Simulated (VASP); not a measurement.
The system is Sb.

```
Sb
1.0
     2.15420    1.24373    3.75800
    -2.15420    1.24373    3.75800
     0.00000   -2.48746    3.75800
Sb
2
Direct
  0.23349 0.23349 0.23349
  0.76651 0.76651 0.76651
```

```yaml
Program: VASP 6.6.1
Task: relaxation of cell and atoms
Functional: LDA
Potentials_or_basis: VASP PAW LDA potentials, release 64 (Sb)
Cutoff: 600 eV
k_mesh: 6 × 6 × 6
Occupations: fermi-dirac, width 0.1 eV
Spin: no spin polarisation
```

At the start: pressure -0.9 GPa; volume 30.21 Å³/atom.

How do energy, volume and symmetry change on relaxing?

Over 5 steps the energy falls by 2.1 meV/atom and the volume is 29.52 Å³/atom (-2.3 %); space group R-3m (No. 166, to 0.05 Å).

The path:
```tsv
step	energy change (eV)	largest force (eV/Å)	pressure (GPa)	volume (Å³)
1	0.0000	0.0048	-0.89	60.41
2	-0.0019	0.1336	0.55	58.96
3	-0.0027	0.0879	0.02	59.47
4	-0.0035	0.0607	0.02	59.34
5	-0.0043	0.0022	0.03	59.03
```

Final structure:
```
Sb
1.0
     2.14596    1.23897    3.70058
    -2.14596    1.23897    3.70058
     0.00000   -2.47794    3.70058
Sb
2
Direct
  0.23471 0.23471 0.23471
  0.76529 0.76529 0.76529
```
